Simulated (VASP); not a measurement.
Crystal: N.

```
CELL_PARAMETERS angstrom
0.00000 1.55381 1.55381
1.55381 0.00000 1.55381
1.55381 1.55381 0.00000
ATOMIC_POSITIONS crystal
N 0.00000 0.00000 0.00000
```

Base run:

| Property | Result |
| --- | --- |
| Program | VASP 6.6.1 |
| Functional | PBEsol |
| Potentials or basis | VASP PAW PBE potentials, release 64 (N) |
| Cutoff | 600 eV |
| k mesh | 11 × 11 × 11 |
| Occupations | gaussian, width 0.1 eV |
| Spin | no spin polarisation |

Its results: pressure -8.6 GPa.

Task: After a change of settings the same cell gave: pressure -8.0 GPa. Which change was it?
A. k mesh from 11 × 11 × 11 to 4 × 4 × 4
B. k mesh from 11 × 11 × 11 to 7 × 7 × 7
C. k mesh from 11 × 11 × 11 to 6 × 6 × 6

Result: C.

Caveats: some runs use coarse meshes; the PAW data sets were made with another functional, which shifts forces and pressure a little.
